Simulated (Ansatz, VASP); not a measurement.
**P: VASP beside Ansatz**

```
P
1.0
     0.00000    1.95743    1.95743
     1.95743    0.00000    1.95743
     1.95743    1.95743    0.00000
P
1
Direct
  0.00000 0.00000 0.00000
```

Alike in both runs: task relaxation of cell and atoms; functional PBE; k mesh 17 × 17 × 17; occupations fermi-dirac, width 0.1 eV; no spin polarisation.

|  | VASP | Ansatz |
| --- | --- | --- |
| version | VASP 6.6.1 | Ansatz 0.2.0 |
| potentials or method | VASP PAW PBE potentials, release 64 (P) | PAW with Ansatz's default frozen-core files, scalar-relativistic |
| plane-wave cutoff (eV) | 600 | 420 |
| valence electrons in the cell | 5 | 5 |

```tsv
	VASP	Ansatz	Ansatz less VASP
relaxed volume (Å³/atom)	14.52	14.54	+0.024
relaxed length of the cell vector where the two differ most in proportion (Å)	2.738	2.740	+0.0015
```
